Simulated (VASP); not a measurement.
# AlP (e600) (F-43m) in VASP: single point with PBEsol

Aim: the single point of AlP (e600) with PBEsol.

Everything below comes from runs of VASP 6.6.1. Logs are shortened: lines on timing, memory, paths and dates and some standing lists are left out, and cuts for length are marked.

## Step 1: The cell of the first run

Symmetry: F-43m, No. 216, cubic system. The conventional cell has a = 5.470 Å, b = 5.470 Å, c = 5.470 Å, α = 90.00°, β = 90.00°, γ = 90.00°. Within 3.1 Å of Al (site symmetry -43m) lie 4 P at 2.37 Å. Within 3.1 Å of P (site symmetry -43m) lie 4 Al at 2.37 Å.

## Step 2: Single point, PBEsol

File INCAR:

```
ALGO = Normal
EDIFF = 1E-6
ENCUT = 500
GGA = PS
GGA_COMPAT = F
ISIF = 2
ISMEAR = 0
LASPH = T
LCHARG = F
LREAL = F
LWAVE = F
NBANDS = 11
NELM = 120
PREC = Accurate
SIGMA = 0.02
```

File KPOINTS:

```
k-points
0
Gamma
  8 8 8
```

File POSCAR:

```
AlP
1.0
    0.0000000000      2.7352456927      2.7352456927
    2.7352456927      0.0000000000      2.7352456927
    2.7352456927      2.7352456927      0.0000000000
Al P
1 1
Direct
    0.0000000000      0.0000000000      0.0000000000
    0.2500000000      0.2500000000      0.2500000000
```

Potentials or basis: VASP PAW PBE potentials, release 64 (Al, P).

Launch:

```bash
$ cat potpaw_PBE.64/Al/POTCAR potpaw_PBE.64/P/POTCAR > POTCAR
$ mpirun -np 1 vasp_std > vasp.out
```

OUTCAR:

```text
EDIFF = 1E-6
   ENCUT = 500
   GGA = PS
   ISIF = 2
   ISMEAR = 0
   LASPH = T
   LREAL = F
   NELM = 120
   PREC = Accurate

 ion  position               nearest neighbor table
   1  0.000  0.000  0.000-   2 2.37   2 2.37   2 2.37   2 2.37
   2  0.250  0.250  0.250-   1 2.37   1 2.37   1 2.37   1 2.37

  LATTYP: Found a face centered cubic cell.
 ALAT       =     5.4704913854

  Lattice vectors:

 A1 = (   0.0000000000,   2.7352456927,   2.7352456927)
 A2 = (   2.7352456927,   0.0000000000,   2.7352456927)
 A3 = (   2.7352456927,   2.7352456927,   0.0000000000)

Analysis of symmetry for initial positions (statically):
=====================================================================
 Subroutine PRICEL returns:
 Original cell was already a primitive cell.

 Routine SETGRP: Setting up the symmetry group for a
 face centered cubic supercell.

 Subroutine GETGRP returns: Found 24 space group operations
 (whereof 24 operations were pure point group operations)
 out of a pool of 48 trial point group operations.

The static configuration has the point symmetry T_d .

Analysis of symmetry for dynamics (positions and initial velocities):
=====================================================================
 Subroutine PRICEL returns:
 Original cell was already a primitive cell.

 Routine SETGRP: Setting up the symmetry group for a
 face centered cubic supercell.

 Subroutine GETGRP returns: Found 24 space group operations
 (whereof 24 operations were pure point group operations)
 out of a pool of 48 trial point group operations.

The dynamic configuration has the point symmetry T_d .

 Subroutine INISYM returns: Found 24 space group operations
 (whereof 24 operations are pure point group operations),
 and found     1 'primitive' translations

----------------------------------------------------------------------------------------

                                     Primitive cell

  volume of cell :      40.9279

  direct lattice vectors                    reciprocal lattice vectors
     0.000000000  2.735245693  2.735245693    -0.182798935  0.182798935  0.182798935
     2.735245693  0.000000000  2.735245693     0.182798935 -0.182798935  0.182798935
     2.735245693  2.735245693  0.000000000     0.182798935  0.182798935 -0.182798935

  length of vectors
     3.868221555  3.868221555  3.868221555     0.316617043  0.316617043  0.316617043

  position of ions in fractional coordinates (direct lattice)
     0.000000000  0.000000000  0.000000000
     0.250000000  0.250000000  0.250000000

  ion indices of the primitive-cell ions
[... 85 lines left out ...]
   PSTRESS=    0.0 pullay stress
   NELECT =       8.0000    total number of electrons
   NUPDOWN=      -1.0000    fix difference up-down
   EMIN   =  10.00;   EMAX   =-10.00  energy-range for DOS
   EFERMI =   0.00;   METHOD = LEGACY
   ISMEAR =     0;   SIGMA  =   0.02  broadening in eV -4-tet -1-fermi 0-gaus
   EFERMI_NEDOS =   21; number of points for ismear=-14 and -15
   IALGO  =     38    algorithm
   IMIX   =      4    mixing-type and parameters
     AMIX     =   0.40;   BMIX     =  1.00
     AMIX_MAG =   1.60;   BMIX_MAG =  1.00
  volume/ion in A,a.u.               =      20.46       138.10
  Fermi-wavevector in a.u.,A,eV,Ry     =   0.950091  1.795411 12.281608  0.902673
  Thomas-Fermi vector in A             =   2.078435
   LORBIT       =      0    0 simple, 1 ext, 2 COOP (PROOUT), +10 PAW based schemes
   GGA     = PS    functional components
   LHFCALC =     F    Hartree Fock is set to
   AEXX    =    0.0000 exact exchange contribution
   IVDW    =     0    specifies the selected vdW correction
   LEPSILON=     F    determine dielectric tensor
   LRPA    =     F    only Hartree local field effects (RPA)
 non-spin polarized calculation
 Gauss-broadening in eV      SIGMA  =   0.02
  energy-cutoff  :      500.00
  volume of cell :       40.93
 maximum number of plane-waves:      1056
   NGX = 15   NGY = 15   NGZ = 15

 number of electron       8.0000000 magnetization

 Free energy of the ion-electron system (eV)
  ---------------------------------------------------
  ext. energy  EPLUGINS =         0.00000000
  ---------------------------------------------------
  free energy    TOTEN  =       -10.99516553 eV

  energy without entropy =      -10.99516553  energy(sigma->0) =      -10.99516553

 E-fermi :   4.5802     XC(G=0):  -9.3429

 val. band max:        4.4826914938   @ k =   0.0000   0.0000   0.0000
 cond. band min:       5.9322984053   @ k =   0.5000   0.5000   0.0000
 fundamental gap:      1.4496069114
 Fermi energy:         4.5801764294

 k-point     1 :       0.0000    0.0000    0.0000
  band No.  band energies     occupation
      1      -7.0118      2.00000
      2       4.4827      2.00000
      3       4.4827      2.00000
      4       4.4827      2.00000
      5       7.6376      0.00000
      6       8.9868      0.00000
      7       8.9868      0.00000
      8       8.9868      0.00000
      9      13.2784      0.00000
     10      13.2784      0.00000
     11      14.5380      0.00000
[... 309 lines left out ...]
 k-point    24 :      -0.3750    0.2500    0.1250
  band No.  band energies     occupation
      1      -5.0142      2.00000
      2      -0.7076      2.00000
      3       1.8657      2.00000
      4       2.9873      2.00000
      5       8.3414      0.00000
      6       8.9177      0.00000
      7      11.3022      0.00000
      8      12.0936      0.00000
      9      13.3843      0.00000
     10      15.8206      0.00000
     11      17.1336      0.00000

 [... further k-points ...]

------------------------ aborting loop because EDIFF is reached ----------------------------------------

  FORCE on cell =-STRESS in cart. coord.  units (eV):
  Direction    XX          YY          ZZ          XY          YZ          ZX
  --------------------------------------------------------------------------------------
  -------------------------------------------------------------------------------------
  Total        0.0087948      0.0087948      0.0087948      0.0000000      0.0000000      0.0000000
  in kB        0.3442844      0.3442844      0.3442844      0.0000000      0.0000000      0.0000000
  external PRESSURE =       0.3442844 kB  Pullay stress =       0.0000000 kB

 VOLUME and BASIS-vectors are now :
 -----------------------------------------------------------------------------
  energy-cutoff  :      500.00
  volume of cell :       40.93
      direct lattice vectors                 reciprocal lattice vectors
     0.000000000  2.735245693  2.735245693    -0.182798935  0.182798935  0.182798935
     2.735245693  0.000000000  2.735245693     0.182798935 -0.182798935  0.182798935
     2.735245693  2.735245693  0.000000000     0.182798935  0.182798935 -0.182798935

 POSITION                                       TOTAL-FORCE (eV/Angst)
 -----------------------------------------------------------------------------------
      0.00000      0.00000      0.00000         0.000000      0.000000      0.000000
      1.36762      1.36762      1.36762        -0.000000     -0.000000     -0.000000
 -----------------------------------------------------------------------------------
    total drift:                                0.000000      0.000000      0.000000

  FREE ENERGIE OF THE ION-ELECTRON SYSTEM (eV)
  ---------------------------------------------------
  free  energy   TOTEN  =       -10.9951655321 eV

  energy  without entropy=      -10.9951655321  energy(sigma->0) =      -10.99516553
```

OSZICAR:

```text
N       E                     dE             d eps       ncg     rms          rms(c)
DAV:   1     0.106979201804E+02    0.10698E+02   -0.29192E+03   638   0.534E+02
DAV:   2    -0.104846392955E+02   -0.21183E+02   -0.20216E+02   816   0.875E+01
DAV:   3    -0.113533784745E+02   -0.86874E+00   -0.86701E+00   817   0.173E+01
DAV:   4    -0.113610356854E+02   -0.76572E-02   -0.76565E-02   746   0.196E+00
DAV:   5    -0.113611746847E+02   -0.13900E-03   -0.13900E-03   794   0.255E-01    0.436E+00
DAV:   6    -0.110510281544E+02    0.31015E+00   -0.57615E-01   724   0.279E+00    0.269E+00
DAV:   7    -0.109977427636E+02    0.53285E-01   -0.20574E-01   774   0.180E+00    0.128E+00
DAV:   8    -0.109952138151E+02    0.25289E-02   -0.13889E-02   755   0.560E-01    0.173E-01
DAV:   9    -0.109951098608E+02    0.10395E-03   -0.82820E-04   736   0.150E-01    0.657E-02
DAV:  10    -0.109951597545E+02   -0.49894E-04   -0.68669E-05   725   0.434E-02    0.134E-02
DAV:  11    -0.109951652300E+02   -0.54755E-05   -0.88293E-06   801   0.162E-02    0.968E-03
DAV:  12    -0.109951655321E+02   -0.30213E-06   -0.93557E-07   512   0.476E-03
   1 F= -.10995166E+02 E0= -.10995166E+02  d E =-.317814E-14
```

stdout:

```text
POSCAR found type information on POSCAR AlP
 POSCAR found :  2 types and       2 ions
 scaLAPACK will be used
 -----------------------------------------------------------------------------
|                                                                             |
|                                                                             |
|     You enforced a specific xc type in the INCAR file but a different       |
|     I HOPE YOU KNOW WHAT YOU ARE DOING!                                     |
|                                                                             |
 -----------------------------------------------------------------------------

 LDA part: xc-table for (Slater+PW92), standard interpolation
 POSCAR, INCAR and KPOINTS ok, starting setup
 FFT: planning ... GRIDC
 FFT: planning ... GRID_SOFT
 FFT: planning ... GRID
 WAVECAR not read
 entering main loop
```

It took 16 s on 1 thread of AMD EPYC 7R13, shared host; peak memory 0.12 GiB.

Results:

* Free energy: -10.9952 eV
* Pressure: 0.0 GPa
* Band gap on the k mesh: 1.45 eV, indirect (least direct gap 3.15 eV)

Caveat: the PAW data sets were made with another functional, which shifts forces and pressure a little.
